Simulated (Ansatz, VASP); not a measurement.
# Two plane-wave programs on Ta

INCAR

```
  PREC = Accurate
  ENCUT = 520
  EDIFF = 1E-7
  ISMEAR = 0
  SIGMA = 0.15
  LREAL = False
  LASPH = True
  NELM = 100
  ALGO = Fast
  ISIF = 2
  LWAVE = False
  LCHARG = False
  GGA = PE
  NBANDS = 12
```

KPOINTS

```
regular mesh
0
Gamma
  22 22 22
```

Contents of POSCAR:

```
Ta
1.0
   -1.5539139738      1.5539139738      1.8646967685
    1.5539139738     -1.5539139738      1.8646967685
    1.5539139738      1.5539139738     -1.8646967685
Ta
1
Direct
    0.0000000000      0.0000000000      0.0000000000
```

Input for Ansatz:

```yaml
crystal:
  lattice:
    - [-1.5539139738, 1.5539139738, 1.8646967685]
    - [1.5539139738, -1.5539139738, 1.8646967685]
    - [1.5539139738, 1.5539139738, -1.8646967685]
  atoms:
    - { symbol: Ta, position: [0.0, 0.0, 0.0] }
basis:
  ecutwfc: 420
kpoints:
  mp_grid: { grid: [22, 22, 22] }
hamiltonian:
  xc: pbe
scf:
  occupations: { method: gaussian, width: 0.15 }
output:
  forces: true
  stress: true
  eigenvalues: true
```

Alike in both runs: task single point; functional PBE; k mesh 22 × 22 × 22; occupations gaussian, width 0.15 eV; no spin polarisation.

|  | VASP | Ansatz |
| --- | --- | --- |
| version | VASP 6.6.1 | Ansatz 0.2.0 |
| potentials or method | VASP PAW PBE potentials, release 64 (Ta_pv), cutoff 520 eV | scalar-relativistic, plane waves, PAW |
| valence electrons in the cell | 11 | 13 |

|  | VASP | Ansatz | Ansatz less VASP |
| --- | --- | --- | --- |
| gap on the k mesh at the Fermi level (eV) | none | none | - |
| pressure (GPa) | 5.9 | 5.8 | -0.11 |
| traceless stress, the component that is largest in VASP (GPa) | -10.40 | -10.42 | -0.024 |

A gap of «none» marks a metal or a gap that the smearing closes. VASP's potentials hold 11 valence electrons a cell and Ansatz's 13, so a difference there can come from the potentials and not from the codes.

Neither program's run includes spin-orbit coupling.
